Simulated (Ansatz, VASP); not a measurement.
# Two plane-wave programs on MgO

```
CELL_PARAMETERS angstrom
3.30779 0.00000 0.00000
-1.65389 2.86463 0.00000
0.00000 0.00000 4.98288
ATOMIC_POSITIONS crystal
Mg 0.33333 0.66667 0.00216
Mg 0.66667 0.33333 0.50216
O 0.33333 0.66667 0.40244
O 0.66667 0.33333 0.90244
```

Alike in both runs: task single point; functional LDA; k mesh 6 × 6 × 4; no spin polarisation.

|  | VASP | Ansatz |
| --- | --- | --- |
| version | VASP 6.6.1 | Ansatz 0.2.0 |
| potentials or method | VASP PAW LDA potentials, release 64 (Mg, O), cutoff 600 eV | plane waves, PAW |
| occupations | gaussian, width 0.01 eV | fixed |
| valence electrons in the cell | 16 | 32 |

```tsv
	VASP	Ansatz	Ansatz less VASP
gap on the k mesh at the Fermi level (eV)	3.36	3.36	+0.003
```

LDA's correlation is that of Perdew and Zunger in VASP and of Perdew and Wang (1992) in Ansatz. VASP's potentials hold 16 valence electrons a cell and Ansatz's 32, so a difference there can come from the potentials and not from the codes.
